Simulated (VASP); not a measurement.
# Al3Cu (Pm-3m) in VASP: further runs

Aim: see how the results for Al3Cu move with the level of theory and the settings. Levels: LDA, r2SCAN. Tasks: single point.

All numbers are computed with VASP 6.6.1; they aren't measurements. Logs are shortened: lines on timing, memory, paths and dates and some standing lists are left out, and cuts for length are marked.

### 1 The cell of the first run

Symmetry: Pm-3m, No. 221, cubic system. The conventional cell has a = 3.929 Å, b = 3.929 Å, c = 3.929 Å, α = 90.00°, β = 90.00°, γ = 90.00°. Within 3.7 Å of Al (site symmetry 4/mmm) lie 8 Al at 2.78 Å and 4 Cu at 2.78 Å. Cu (site symmetry m-3m) has 12 Al at 2.78 Å within 3.7 Å.

### 2 Single point, LDA

Input file INCAR:

```
ALGO = Fast ; EDIFF = 1E-6
ENCUT = 520 ; ISIF = 2
ISMEAR = 0 ; LASPH = T
LCHARG = F ; LREAL = F
LWAVE = F ; NBANDS = 18
NELM = 100 ; PREC = Accurate
SIGMA = 0.1
```

Input file KPOINTS:

```
k-points
0
Gamma
  12 12 12
```

Input file POSCAR:

```
Al3Cu
1.0
    3.9288933396      0.0000000000      0.0000000000
    0.0000000000      3.9288933396      0.0000000000
    0.0000000000      0.0000000000      3.9288933396
Al Cu
3 1
Direct
    0.0000000000      0.5000000000      0.5000000000
    0.5000000000      0.0000000000      0.5000000000
    0.5000000000      0.5000000000      0.0000000000
    0.0000000000      0.0000000000      0.0000000000
```

Potentials or basis: VASP PAW LDA potentials, release 64 (Al, Cu).

On the command line:

```bash
$ cat potpaw_LDA.64/Al/POTCAR potpaw_LDA.64/Cu/POTCAR > POTCAR
$ mpirun -np 1 vasp_std > vasp.out
```

OUTCAR:

```text
EDIFF = 1E-6
   ENCUT = 520
   ISIF = 2
   ISMEAR = 0
   LASPH = T
   LREAL = F
   NELM = 100
   PREC = Accurate

 ion  position               nearest neighbor table
   1  0.000  0.500  0.500-   2 2.78   3 2.78   4 2.78   3 2.78   4 2.78   2 2.78   4 2.78   4 2.78
                             2 2.78   3 2.78   3 2.78   2 2.78
   2  0.500  0.000  0.500-   1 2.78   3 2.78   4 2.78   3 2.78   4 2.78   1 2.78   3 2.78   3 2.78
                             1 2.78   4 2.78   4 2.78   1 2.78
   3  0.500  0.500  0.000-   1 2.78   2 2.78   4 2.78   1 2.78   2 2.78   2 2.78   4 2.78   2 2.78
                             1 2.78   4 2.78   1 2.78   4 2.78
   4  0.000  0.000  0.000-   1 2.78   2 2.78   3 2.78   1 2.78   2 2.78   1 2.78   3 2.78   1 2.78
                             2 2.78   3 2.78   2 2.78   3 2.78

  LATTYP: Found a simple cubic cell.
 ALAT       =     3.9288933396

  Lattice vectors:

 A1 = (   3.9288933396,   0.0000000000,   0.0000000000)
 A2 = (   0.0000000000,   3.9288933396,   0.0000000000)
 A3 = (   0.0000000000,   0.0000000000,   3.9288933396)

Analysis of symmetry for initial positions (statically):
=====================================================================
 Subroutine PRICEL returns:
 Original cell was already a primitive cell.

 Routine SETGRP: Setting up the symmetry group for a
 simple cubic supercell.

 Subroutine GETGRP returns: Found 48 space group operations
 (whereof 48 operations were pure point group operations)
 out of a pool of 48 trial point group operations.

The static configuration has the point symmetry O_h .

Analysis of symmetry for dynamics (positions and initial velocities):
=====================================================================
 Subroutine PRICEL returns:
 Original cell was already a primitive cell.

 Routine SETGRP: Setting up the symmetry group for a
 simple cubic supercell.

 Subroutine GETGRP returns: Found 48 space group operations
 (whereof 48 operations were pure point group operations)
 out of a pool of 48 trial point group operations.

The dynamic configuration has the point symmetry O_h .

 Subroutine INISYM returns: Found 48 space group operations
 (whereof 48 operations are pure point group operations),
 and found     1 'primitive' translations

----------------------------------------------------------------------------------------

                                     Primitive cell

  volume of cell :      60.6472

  direct lattice vectors                    reciprocal lattice vectors
     3.928893340  0.000000000  0.000000000     0.254524599  0.000000000  0.000000000
     0.000000000  3.928893340  0.000000000     0.000000000  0.254524599  0.000000000
     0.000000000  0.000000000  3.928893340     0.000000000  0.000000000  0.254524599

  length of vectors
     3.928893340  3.928893340  3.928893340     0.254524599  0.254524599  0.254524599

  position of ions in fractional coordinates (direct lattice)
     0.000000000  0.500000000  0.500000000
     0.500000000  0.000000000  0.500000000
     0.500000000  0.500000000  0.000000000
     0.000000000  0.000000000  0.000000000

  ion indices of the primitive-cell ions
   primitive index   ion index
                 1           1
                 2           2
                 3           3
                 4           4

----------------------------------------------------------------------------------------

 KPOINTS: k-points

Automatic generation of k-mesh.
 Grid dimensions read from file:
 generate k-points for:   12   12   12

 Generating k-lattice:

  Cartesian coordinates                     Fractional coordinates (reciprocal lattice)
     0.021210383  0.000000000  0.000000000     0.083333333  0.000000000  0.000000000
     0.000000000  0.021210383  0.000000000     0.000000000  0.083333333  0.000000000
     0.000000000  0.000000000  0.021210383     0.000000000  0.000000000  0.083333333

  Length of vectors
     0.021210383  0.021210383  0.021210383

  Shift w.r.t. Gamma in fractional coordinates (k-lattice)
     0.000000000  0.000000000  0.000000000

 Subroutine IBZKPT returns following result:
 ===========================================

 Found     84 irreducible k-points:

 Following reciprocal coordinates:
            Coordinates               Weight
  0.000000  0.000000  0.000000      1.000000
  0.083333  0.000000  0.000000      6.000000
  0.166667  0.000000  0.000000      6.000000
  0.250000  0.000000  0.000000      6.000000
  0.333333  0.000000  0.000000      6.000000
  0.416667  0.000000  0.000000      6.000000
[... 16 lines left out ...]
  0.333333  0.333333  0.000000     12.000000
  0.416667  0.333333  0.000000     24.000000
 [... further k-points ...]
   k-points           NKPTS =     84   k-points in BZ     NKDIM =     84   number of bands    NBANDS=     18
   number of dos      NEDOS =    301   number of ions     NIONS =      4
   total plane-waves  NPLWV =  27000
   dimension x,y,z NGX =    30 NGY =   30 NGZ =   30
   dimension x,y,z NGXF=    60 NGYF=   60 NGZF=   60
   ions per type =               3   1
   NGX,Y,Z   is equivalent  to a cutoff of  12.69, 12.69, 12.69 a.u.
   NGXF,Y,Z  is equivalent  to a cutoff of  25.39, 25.39, 25.39 a.u.
 SYSTEM =  unknown system
   PREC   = accura    normal or accurate (medium, high low for compatibility)
   ISTART =      0    job   : 0-new  1-cont  2-samecut
   ICHARG =      2    charge: 1-file 2-atom 10-const
   ISPIN  =      1    spin polarized calculation?
   LNONCOLLINEAR =      F non collinear calculations
   LSORBIT =      F    spin-orbit coupling
   LASPH  =      T    aspherical Exc in radial PAW
   ENCUT  =  520.0 eV  38.22 Ry    6.18 a.u.   7.31  7.31  7.31*2*pi/ulx,y,z
   NELM   =    100;   NELMIN=  2; NELMDL= -5     # of ELM steps
   EDIFF  = 0.1E-05   stopping-criterion for ELM
   LREAL  =      F    real-space projection
   EDIFFG = 0.1E-04   stopping-criterion for IOM
   NSW    =      0    number of steps for IOM
   IBRION =     -1    ionic relax: 0-MD 1-quasi-New 2-CG
   NFREE  =      0    steps in history (QN), initial steepest desc. (CG)
   ISIF   =      2    stress and relaxation
   ISYM   =      2    0-nonsym 1-usesym 2-fastsym
   POTIM  = 0.5000    time-step for ionic-motion
   TEBEG  =    0.0;   TEEND  =   0.0 temperature during run
   PSTRESS=    0.0 pullay stress
   NELECT =      20.0000    total number of electrons
   NUPDOWN=      -1.0000    fix difference up-down
   EMIN   =  10.00;   EMAX   =-10.00  energy-range for DOS
   EFERMI =   0.00;   METHOD = LEGACY
   ISMEAR =     0;   SIGMA  =   0.10  broadening in eV -4-tet -1-fermi 0-gaus
   EFERMI_NEDOS =   21; number of points for ismear=-14 and -15
   IALGO  =     68    algorithm
   IMIX   =      4    mixing-type and parameters
     AMIX     =   0.40;   BMIX     =  1.00
     AMIX_MAG =   1.60;   BMIX_MAG =  1.00
  volume/ion in A,a.u.               =      15.16       102.32
  Fermi-wavevector in a.u.,A,eV,Ry     =   1.131049  2.137372 17.405537  1.279271
  Thomas-Fermi vector in A             =   2.267747
   LORBIT       =      0    0 simple, 1 ext, 2 COOP (PROOUT), +10 PAW based schemes
   GGA     = CA    functional components
   LHFCALC =     F    Hartree Fock is set to
   AEXX    =    0.0000 exact exchange contribution
   IVDW    =     0    specifies the selected vdW correction
   LEPSILON=     F    determine dielectric tensor
   LRPA    =     F    only Hartree local field effects (RPA)
 non-spin polarized calculation
 RMM-DIIS sequential band-by-band and
 Gauss-broadening in eV      SIGMA  =   0.10
  energy-cutoff  :      520.00
  volume of cell :       60.65
 maximum number of plane-waves:      1659
 NGX is ok and might be reduce to    30
   NGX = 15   NGY = 15   NGZ = 15

 number of electron      20.0000024 magnetization

 Free energy of the ion-electron system (eV)
  ---------------------------------------------------
  ext. energy  EPLUGINS =         0.00000000
  ---------------------------------------------------
  free energy    TOTEN  =       -17.35949381 eV

  energy without entropy =      -17.35431848  energy(sigma->0) =      -17.35690615

 E-fermi :   7.9824     XC(G=0): -10.9253

 val. band max:        7.9782743556   @ k =   0.3333   0.3333   0.0000
 cond. band min:       7.9842582732   @ k =   0.5000   0.5000   0.2500
 fundamental gap:      0.0059839176
 Fermi energy:         7.9823814323

 k-point     1 :       0.0000    0.0000    0.0000
  band No.  band energies     occupation
      1      -3.0830      2.00000
      2       3.6960      2.00000
      3       3.6960      2.00000
      4       4.3900      2.00000
      5       4.3900      2.00000
      6       4.3900      2.00000
[... 10 lines left out ...]
     17      14.9686      0.00000
     18      14.9811      0.00000

 k-point     2 :       0.0833    0.0000    0.0000
  band No.  band energies     occupation
      1      -3.0163      2.00000
      2       3.5728      2.00000
      3       3.7111      2.00000
      4       4.3489      2.00000
      5       4.3489      2.00000
      6       4.3921      2.00000
[... 10 lines left out ...]
     17      14.8615      0.00000
     18      15.0008      0.00000

 k-point     3 :       0.1667    0.0000    0.0000
  band No.  band energies     occupation
      1      -2.8166      2.00000
      2       3.0169      2.00000
      3       3.7527      2.00000
      4       4.2563      2.00000
      5       4.2563      2.00000
      6       4.3979      2.00000
[... 10 lines left out ...]
     17      15.0231      0.00000
     18      15.0274      0.00000

 k-point     4 :       0.2500    0.0000    0.0000
  band No.  band energies     occupation
      1      -2.4857      2.00000
      2       2.0786      2.00000
      3       3.8103      2.00000
      4       4.1578      2.00000
      5       4.1578      2.00000
      6       4.4057      2.00000
[... 10 lines left out ...]
     17      15.3450      0.00000
     18      15.3480      0.00000

 k-point     5 :       0.3333    0.0000    0.0000
  band No.  band energies     occupation
      1      -2.0274      2.00000
      2       1.0876      2.00000
      3       3.8690      2.00000
      4       4.0782      2.00000
      5       4.0782      2.00000
      6       4.4136      2.00000
[... 10 lines left out ...]
     17      15.6032      0.00000
     18      15.7977      0.00000

 k-point     6 :       0.4167    0.0000    0.0000
  band No.  band energies     occupation
      1      -1.4543      2.00000
      2       0.1745      2.00000
      3       3.9125      2.00000
      4       4.0279      2.00000
      5       4.0279      2.00000
      6       4.4193      2.00000
[... 10 lines left out ...]
     17      15.7562      0.00000
     18      16.3474      0.00000

 k-point     7 :       0.5000    0.0000    0.0000
  band No.  band energies     occupation
      1      -0.9512      2.00000
      2      -0.4443      2.00000
      3       3.9286      2.00000
      4       4.0107      2.00000
      5       4.0107      2.00000
      6       4.4215      2.00000
[... 10 lines left out ...]
     17      16.7766      0.00000
     18      16.7930      0.00000

 k-point     8 :       0.0833    0.0833    0.0000
  band No.  band energies     occupation
      1      -2.9496      2.00000
      2       3.5478      2.00000
      3       3.6478      2.00000
      4       4.2850      2.00000
      5       4.3310      2.00000
      6       4.3758      2.00000
[... 10 lines left out ...]
     17      14.5163      0.00000
     18      15.3273      0.00000
[... 229 lines left out ...]
     17      13.3838      0.00000
     18      16.1062      0.00000

 k-point    20 :       0.3333    0.2500    0.0000
  band No.  band energies     occupation
      1      -1.4444      2.00000
      2       1.6143      2.00000
      3       2.8598      2.00000
      4       3.9649      2.00000
      5       4.1362      2.00000
      6       4.2722      2.00000
[... 10 lines left out ...]
     17      14.3234      0.00000
     18      15.6018      0.00000

 k-point    21 :       0.4167    0.2500    0.0000
  band No.  band energies     occupation
      1      -0.8832      2.00000
      2       0.7352      2.00000
      3       3.1829      2.00000
      4       3.8565      2.00000
      5       4.1013      2.00000
      6       4.2802      2.00000
[... 10 lines left out ...]
     17      14.5391      0.00000
     18      14.9218      0.00000

 k-point    22 :       0.5000    0.2500    0.0000
  band No.  band energies     occupation
      1      -0.4073      2.00000
      2       0.1496      2.00000
      3       3.3614      2.00000
      4       3.7639      2.00000
      5       4.0879      2.00000
      6       4.2845      2.00000
[... 10 lines left out ...]
     17      14.4256      0.00000
     18      14.5908      0.00000

 k-point    23 :       0.3333    0.3333    0.0000
  band No.  band energies     occupation
      1      -0.9994      2.00000
      2       1.9398      2.00000
      3       2.0674      2.00000
      4       3.8437      2.00000
      5       4.1525      2.00000
      6       4.2245      2.00000
[... 10 lines left out ...]
     17      14.5471      0.00000
     18      14.8083      0.00000

 k-point    24 :       0.4167    0.3333    0.0000
  band No.  band energies     occupation
      1      -0.4496      2.00000
      2       1.1561      2.00000
      3       2.4527      2.00000
      4       3.5897      2.00000
      5       4.1378      2.00000
      6       4.2194      2.00000
[... 10 lines left out ...]
     17      14.7216      0.00000
     18      15.0601      0.00000

 [... further k-points ...]

------------------------ aborting loop because EDIFF is reached ----------------------------------------

  FORCE on cell =-STRESS in cart. coord.  units (eV):
  Direction    XX          YY          ZZ          XY          YZ          ZX
  --------------------------------------------------------------------------------------
  -------------------------------------------------------------------------------------
  Total       -1.9857139     -1.9857139     -1.9857139      0.0000000      0.0000000      0.0000000
  in kB      -52.4585805    -52.4585805    -52.4585805      0.0000000      0.0000000      0.0000000
  external PRESSURE =     -52.4585805 kB  Pullay stress =       0.0000000 kB

 VOLUME and BASIS-vectors are now :
 -----------------------------------------------------------------------------
  energy-cutoff  :      520.00
  volume of cell :       60.65
      direct lattice vectors                 reciprocal lattice vectors
     3.928893340  0.000000000  0.000000000     0.254524599  0.000000000  0.000000000
     0.000000000  3.928893340  0.000000000     0.000000000  0.254524599  0.000000000
     0.000000000  0.000000000  3.928893340     0.000000000  0.000000000  0.254524599

 POSITION                                       TOTAL-FORCE (eV/Angst)
 -----------------------------------------------------------------------------------
      0.00000      1.96445      1.96445         0.000000      0.000000      0.000000
      1.96445      0.00000      1.96445         0.000000      0.000000      0.000000
      1.96445      1.96445      0.00000         0.000000      0.000000      0.000000
      0.00000      0.00000      0.00000         0.000000      0.000000      0.000000
 -----------------------------------------------------------------------------------
    total drift:                                0.000000     -0.000000      0.000000

  FREE ENERGIE OF THE ION-ELECTRON SYSTEM (eV)
  ---------------------------------------------------
  free  energy   TOTEN  =       -17.3594938058 eV

  energy  without entropy=      -17.3543184844  energy(sigma->0) =      -17.35690615
```

It took 3.3 min on 1 thread of Intel Xeon 8259CL, shared host; peak memory 0.21 GiB.

What came out:

```yaml
Free_energy: -17.3595 eV
Pressure: -5.2 GPa
Band_gap_on_the_k_mesh: zero (bands 10 and 11 overlap by 4.21 eV)
```

Levels at points of the mesh, in eV from the Fermi level:
```tsv
k point	band 8	band 9	band 10	band 11	band 12	band 13
(0.00, 0.00, 0.00)	-2.36	-2.36	-0.54	0.38	0.38	6.27
(0.50, 0.00, 0.00)	0.27	0.27	0.30	0.30	0.80	1.69
(0.50, 0.50, 0.00)	-3.32	-3.07	1.33	2.91	2.91	3.33
(0.50, 0.50, 0.50)	-3.39	-3.39	-2.44	-1.96	-1.96	-1.96
```

Caveat: the cell stands under tension.

(Continued in part 2 of 2.)
